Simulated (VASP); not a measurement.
A run of VASP 6.6.1:

INCAR

```
PREC = Accurate
ENCUT = 520
EDIFF = 1E-7
ISMEAR = 0
SIGMA = 0.1
LREAL = F
LASPH = T
NELM = 80
ALGO = Fast
ISIF = 2
LWAVE = F
LCHARG = F
GGA = PE
NBANDS = 42
```

Contents of KPOINTS:

```
Automatic mesh
0
Gamma
  4 4 6
```

POSCAR

```
TaAg2
1.0
    5.5328860309      0.0000000000      0.0000000000
    0.0000000000      5.7013553171      0.0000000000
    0.0000000000      0.0000000000      3.7240579054
Ta Ag
2 4
Direct
    0.5000000000      0.5000000000      0.5000000000
    0.0000000000      0.0000000000      0.0000000000
    0.2250000000      0.8250000000      0.5000000000
    0.7250000000      0.6750000000      0.0000000000
    0.7750000000      0.1750000000      0.5000000000
    0.2750000000      0.3250000000      0.0000000000
```

Potentials or basis: VASP PAW PBE potentials, release 64 (Ta_pv, Ag).

The run is started by

```bash
$ cat potpaw_PBE.64/Ta_pv/POTCAR potpaw_PBE.64/Ag/POTCAR > POTCAR
$ mpirun -np 1 vasp_std > vasp.out
```

Hardware: 1 thread of Intel(R) Xeon(R) 6975P-C (Granite Rapids), with other jobs on the host.

How long does it take, and how much memory?

Run time: 98 s on 1 thread of Intel(R) Xeon(R) 6975P-C (Granite Rapids), with other jobs on the host, peak memory 0.3 GiB. Counts: scf iterations 18, k points 36.
